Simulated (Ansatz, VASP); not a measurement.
**One calculation of HfN, two programs**

Contents of POSCAR:

```
HfN
1.0
    0.0000000000      2.1460500000      2.2590000000
    2.1460500000      0.0000000000      2.2590000000
    2.1460500000      2.1460500000      0.0000000000
Hf N
1 1
Direct
    0.0000000000      0.0000000000      0.0000000000
    0.5000000000      0.5000000000      0.5000000000
```

INCAR.step1

```
SYSTEM = HfN
ALGO = Normal
EDIFF = 1E-4
ENCUT = 520
GGA = PE
ISMEAR = 0
LASPH = .TRUE.
LCHARG = .FALSE.
LREAL = .FALSE.
LWAVE = .TRUE.
NBANDS = 14
NELM = 80
PREC = Accurate
SIGMA = 0.15
```

The input INCAR.step2:

```
SYSTEM = HfN
ALGO = Normal
EDIFF = 1E-7
ENCUT = 520
ISIF = 2
ISMEAR = 0
ISTART = 1
LASPH = .TRUE.
LCHARG = .TRUE.
LELF = .TRUE.
LMIXTAU = .TRUE.
LREAL = .FALSE.
LVHAR = .TRUE.
LWAVE = .FALSE.
METAGGA = R2SCAN
NBANDS = 14
NELM = 80
PREC = Accurate
SIGMA = 0.15
```

The input KPOINTS:

```
k-points
0
G
  18 18 18
  0 0 0
```

Input for Ansatz:

```yaml
crystal:
  lattice:
    - [0.0, 2.14605, 2.259]
    - [2.14605, 0.0, 2.259]
    - [2.14605, 2.14605, 0.0]
  atoms:
    - { symbol: Hf, position: [0.0, 0.0, 0.0] }
    - { symbol: "N", position: [0.5, 0.5, 0.5] }
basis:
  ecutwfc: 500
kpoints:
  mp_grid: { grid: [18, 18, 18] }
hamiltonian:
  xc: r2scan
scf:
  occupations: { method: gaussian, width: 0.15 }
output:
  forces: true
  stress: true
  eigenvalues: true
```

Change from the starting cell: strain -0.050 along x and y, +0.000 along z, atoms carried along.

Alike in both runs: task single point; functional r2SCAN; k mesh 18 × 18 × 18; occupations gaussian, width 0.15 eV; no spin polarisation.

|  | VASP | Ansatz |
| --- | --- | --- |
| version | VASP 6.6.1 | Ansatz 0.2.0 |
| potentials or method | VASP PAW PBE potentials, release 64 (Hf_pv, N), cutoff 520 eV | scalar-relativistic, plane waves, PAW |
| valence electrons in the cell | 15 | 31 |

|  | VASP | Ansatz | Ansatz less VASP |
| --- | --- | --- | --- |
| gap on the k mesh at the Fermi level (eV) | none | none | - |
| pressure (GPa) | 37.5 | 40.1 | +2.67 |
| traceless stress, the component that is largest in VASP (GPa) | -25.30 | -25.43 | -0.135 |

VASP's potentials were made for PBE, not for r2SCAN. A gap of «none» marks a metal or a gap that the smearing closes. Both programs put the cell under a high pressure, so it lies far from rest at this level. VASP's potentials hold 15 valence electrons a cell and Ansatz's 31, so a difference there can come from the potentials and not from the codes.

Neither program's run includes spin-orbit coupling.
